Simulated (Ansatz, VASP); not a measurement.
One calculation of H, two programs

INCAR

```
SYSTEM = H
PREC = Accurate
ENCUT = 520
EDIFF = 1E-6
ISMEAR = 0
SIGMA = 0.05
LREAL = .FALSE.
LASPH = .TRUE.
NELM = 100
ALGO = Normal
ISIF = 2
LWAVE = .FALSE.
LCHARG = .FALSE.
NBANDS = 6
```

File KPOINTS:

```
regular mesh
0
G
  10 10 26
  0 0 0
```

File POSCAR:

```
H
1.0
    2.6496387389      0.0000000000      0.0000000000
    0.0000000000      2.6496387389      0.0000000000
    0.0000000000      0.0000000000      1.0050052430
H
1
Direct
    0.0000000000      0.0000000000      0.5000000000
```

Input for Ansatz:

```yaml
crystal:
  lattice:
    - [2.6496387389, 0.0, 0.0]
    - [0.0, 2.6496387389, 0.0]
    - [0.0, 0.0, 1.005005243]
  atoms:
    - { symbol: H, position: [0.0, 0.0, 0.5] }
basis:
  ecutwfc: 420
kpoints:
  mp_grid: { grid: [10, 10, 26] }
hamiltonian:
  xc: lda
scf:
  occupations: { method: gaussian, width: 0.05 }
output:
  forces: true
  stress: true
  eigenvalues: true
```

Change from the starting cell: strain +0.000 along x and y, +0.025 along z, atoms carried along.

Alike in both runs: task single point; functional LDA; k mesh 10 × 10 × 26; occupations gaussian, width 0.05 eV; no spin polarisation.

|  | VASP | Ansatz |
| --- | --- | --- |
| version | VASP 6.6.1 | Ansatz 0.2.0 |
| potentials or method | VASP PAW LDA potentials, release 64 (H), cutoff 520 eV | scalar-relativistic, plane waves, PAW |
| valence electrons in the cell | 1 | 1 |

Ansatz gave:

| Item | Value |
| --- | --- |
| gap on the k mesh at the Fermi level (eV) | none |
| pressure (GPa) | -1.0 |
| traceless stress, the component that is largest in VASP (GPa) | -2.68 |

Problem. Which values does VASP return?

Solution. gap on the k mesh at the Fermi level (eV): none; pressure (GPa): -1.2; traceless stress, the component that is largest in VASP (GPa): -2.46.

LDA's correlation is that of Perdew and Zunger in VASP and of Perdew and Wang (1992) in Ansatz. A gap of «none» marks a metal or a gap that the smearing closes.
